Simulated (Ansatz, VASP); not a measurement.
## One calculation of P, two programs

INCAR

```
PREC = Accurate
ENCUT = 520
EDIFF = 1E-6
ISMEAR = 0
SIGMA = 0.15
LREAL = False
LASPH = True
NELM = 80
ALGO = Normal
ISIF = 2
LWAVE = False
LCHARG = False
GGA = PE
IVDW = 12
NBANDS = 8
```

KPOINTS

```
regular mesh
0
Gamma
  12 12 12
```

The input POSCAR:

```
P
1.0
    4.2729048574      0.0000000000      0.1869395875
    0.0000000000      4.2729048574      0.0000000000
    0.1915375000      0.0000000000      4.3780000000
P
1
Direct
    0.0000000000      0.0000000000      0.0000000000
```

Input for Ansatz:

```yaml
crystal:
  lattice:
    - [4.2729048574, 0.0, 0.1869395875]
    - [0.0, 4.2729048574, 0.0]
    - [0.1915375, 0.0, 4.378]
  atoms:
    - { symbol: P, position: [0.0, 0.0, 0.0] }
basis:
  ecutwfc: 420
kpoints:
  mp_grid: { grid: [12, 12, 12] }
hamiltonian:
  xc: pbe
  dispersion: d3bj
scf:
  occupations: { method: gaussian, width: 0.15 }
output:
  forces: true
  stress: true
  eigenvalues: true
```

Change from the starting cell: strain +0.0875 x Voigt [0, 0, 0, 0, 1, 0], atoms carried along.

Alike in both runs: task single point; functional PBE; dispersion D3(BJ); k mesh 12 × 12 × 12; occupations gaussian, width 0.15 eV; no spin polarisation.

|  | VASP | Ansatz |
| --- | --- | --- |
| version | VASP 6.6.1 | Ansatz 0.2.0 |
| potentials or method | VASP PAW PBE potentials, release 64 (P), cutoff 520 eV | scalar-relativistic, plane waves, PAW |
| valence electrons in the cell | 5 | 5 |

|  | VASP | Ansatz | Ansatz less VASP |
| --- | --- | --- | --- |
| gap on the k mesh at the Fermi level (eV) | none | none | - |
| pressure (GPa) | -3.8 | -3.8 | +0.01 |
| traceless stress, the component that is largest in VASP (GPa) | -0.32 | -0.32 | 0.000 |

A gap of «none» marks a metal or a gap that the smearing closes.
